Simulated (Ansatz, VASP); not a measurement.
**Zr in VASP and in Ansatz**

Contents of INCAR:

```
PREC = Accurate
ENCUT = 500
EDIFF = 1E-6
ISMEAR = 0
SIGMA = 0.15
LREAL = F
LASPH = T
NELM = 120
ALGO = Normal
ISIF = 2
LWAVE = F
LCHARG = T
GGA = PE
LELF = T
LVHAR = T
NBANDS = 12
GGA_COMPAT = F
```

Contents of KPOINTS:

```
Automatic mesh
0
Gamma
  20 20 20
```

POSCAR

```
Zr
1.0
   -1.8617104016      1.8617104016      1.6033049979
    1.8617104016     -1.8617104016      1.6033049979
    1.8617104016      1.8617104016     -1.6033049979
Zr
1
Direct
    0.0000000000      0.0000000000      0.0000000000
```

Input for Ansatz:

```yaml
crystal:
  lattice:
    - [-1.8617104016, 1.8617104016, 1.6033049979]
    - [1.8617104016, -1.8617104016, 1.6033049979]
    - [1.8617104016, 1.8617104016, -1.6033049979]
  atoms:
    - { symbol: Zr, position: [0.0, 0.0, 0.0] }
basis:
  ecutwfc: 420
kpoints:
  mp_grid: { grid: [20, 20, 20] }
hamiltonian:
  xc: pbe
scf:
  occupations: { method: gaussian, width: 0.15 }
output:
  forces: true
  stress: true
  eigenvalues: true
```

Alike in both runs: task single point; functional PBE; k mesh 20 × 20 × 20; occupations gaussian, width 0.15 eV; no spin polarisation.

|  | VASP | Ansatz |
| --- | --- | --- |
| version | VASP 6.6.1 | Ansatz 0.2.0 |
| potentials or method | VASP PAW PBE potentials, release 64 (Zr_sv), cutoff 500 eV | scalar-relativistic, plane waves, PAW |
| valence electrons in the cell | 12 | 12 |

Ansatz gave:

- gap on the k mesh at the Fermi level (eV): none
- pressure (GPa): 2.8
- traceless stress, the component that is largest in VASP (GPa): -0.93

Problem. Which values does VASP return?

Solution. gap on the k mesh at the Fermi level (eV): none; pressure (GPa): 2.9; traceless stress, the component that is largest in VASP (GPa): -0.93.

A gap of «none» marks a metal or a gap that the smearing closes. With one functional, cell and mesh, what is left measures potentials, basis and numerics.
